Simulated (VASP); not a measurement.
Write the native input for VASP 6.6.1 that does the following.

| Quantity | Value |
| --- | --- |
| Task | single point |
| Functional | PBE |
| Potentials or basis | VASP PAW PBE potentials, release 64 (Fe) |
| Cutoff | 600 eV |
| k mesh | 14 × 14 × 14 |
| Occupations | gaussian, width 0.1 eV |
| Spin | collinear spin, ferromagnetic start |
| Starting moments | [3.05] μB |
| Fixed moment | 3.05 μB |
| Dipole correction | no |
| Further INCAR settings | ALGO = Normal; EDIFF = 1e-06; NBANDS = 14 |

The structure of Fe lies in POSCAR:

```
Fe
1.0
   -1.4345000000      1.4345000000      1.4345000000
    1.4345000000     -1.4345000000      1.4345000000
    1.4345000000      1.4345000000     -1.4345000000
Fe
1
Direct
    0.0000000000      0.0000000000      0.0000000000
```

The input as run:

INCAR

```
SYSTEM = Fe
PREC     = Accurate       ! precision mode
ENCUT    = 600            ! plane-wave cutoff, eV
EDIFF    = 1E-6           ! SCF threshold, eV
ISMEAR   = 0              ! smearing method
SIGMA    = 0.1            ! smearing width, eV
LREAL    = .False.        ! projectors in reciprocal space
LASPH    = .True.         ! aspherical terms in the spheres
NELM     = 200            ! most SCF steps
ALGO     = Normal         ! electronic algorithm
ISIF     = 2              ! what is computed and relaxed
LWAVE    = .False.        ! write WAVECAR
LCHARG   = .False.        ! write CHGCAR
ISPIN    = 2              ! spin polarisation
MAGMOM   = 3.05           ! initial moments
LORBIT   = 11             ! projections on sites
NUPDOWN  = 3.05           ! fixed moment
LMAXMIX  = 4              ! l up to which the mixer works
GGA      = PE             ! functional
NBANDS   = 14             ! bands
GGA_COMPAT= .False.
```

KPOINTS

```
regular mesh
0
Gamma
  14 14 14
  0 0 0
```

Potentials or basis: VASP PAW PBE potentials, release 64 (Fe).

Launch:

```sh
$ cat potpaw_PBE.64/Fe/POTCAR > POTCAR
$ mpirun -np 1 vasp_std > vasp.out
```

It gave:

| Quantity | Value |
| --- | --- |
| Pressure | 14.6 GPa |
| Net moment | 3.05 μB per cell |
| Site moments | Fe +3.00 μB |
| Valence electrons inside the program's atomic spheres | Fe 7.18 |

Caveat: the total moment is fixed, so each spin has its own Fermi level.

It took 15 s on 1 thread of Intel(R) Xeon(R) 6975P-C (Granite Rapids) (shared host), peak memory 0.15 GiB.
